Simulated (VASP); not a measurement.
A run of VASP 6.6.1:

The input INCAR:

```
SYSTEM = PbS
PREC = Accurate ; ENCUT = 520
EDIFF = 1E-7 ; ISMEAR = -1
SIGMA = 0.01 ; LREAL = .False.
LASPH = .True. ; NELM = 60
ALGO = Normal ; ISIF = 2
LWAVE = .False. ; LCHARG = .False.
GGA = CA ; NBANDS = 17
```

Contents of KPOINTS:

```
regular mesh
0
Gamma
  7 7 7
  0 0 0
```

The input POSCAR:

```
PbS
1.0
    0.0000000000      2.9249275202      2.9249275202
    2.9249275202      0.0000000000      2.9249275202
    2.9249275202      2.9249275202      0.0000000000
Pb S
1 1
Direct
    0.0000000000      0.0000000000      0.0000000000
    0.5000000000      0.5000000000      0.5000000000
```

Potentials or basis: VASP PAW LDA potentials, release 64 (Pb_d, S).

Command:

```bash
$ cat potpaw_LDA.64/Pb_d/POTCAR potpaw_LDA.64/S/POTCAR > POTCAR
$ mpirun -np 1 vasp_std > vasp.out
```

Hardware: 1 thread of Intel Xeon 8259CL (shared host).

Estimate the wall time of this run.

It took 13 s on 1 thread of Intel Xeon 8259CL, on a shared host, peak memory 0.16 GiB. Counts: scf iterations 13, k points 20.
